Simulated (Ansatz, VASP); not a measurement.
## Two plane-wave programs on Re

```
Re
1.0
     2.60290    0.00000    0.00000
    -1.30145    2.25418    0.00000
     0.00000    0.00000    4.03714
Re
2
Direct
  0.33333 0.66667 0.25000
  0.66667 0.33333 0.75000
```

Change from the starting cell: zz strain of -3 %, PAW files.

Alike in both runs: task electric field gradients; functional LDA; k mesh 14 × 14 × 8; occupations fermi-dirac, width 0.05 eV; no spin polarisation.

|  | VASP | Ansatz |
| --- | --- | --- |
| version | VASP 6.6.1 | Ansatz 0.2.0 |
| potentials or method | VASP PAW LDA potentials, release 64 (Re) | PAW with Ansatz's default frozen-core files, scalar-relativistic |
| plane-wave cutoff (eV) | 520 | 420 |
| valence electrons in the cell | 14 | 30 |

VASP gave:

```
pressure (GPa)                                                : 122.8
traceless stress, the component that is largest in VASP (GPa) : 21.35
size of Vzz on the site where it differs most (V/Å²)          : 172.7
```

**Question.** What did Ansatz give for the same quantities?

**Answer.** Pressure (GPa): 116.5; traceless stress, the component that is largest in VASP (GPa): 21.62; size of Vzz on the site where it differs most (V/Å²): 130.0.

LDA's correlation is that of Perdew and Zunger in VASP and of Perdew and Wang (1992) in Ansatz. Both programs put the cell under a high pressure, so it lies far from rest at this level. VASP's potentials hold 14 valence electrons a cell and Ansatz's 30, so a difference there can come from the potentials and not from the codes.

Neither program's run includes spin-orbit coupling. Noted on VASP's run: the cell as given lies far from equilibrium.
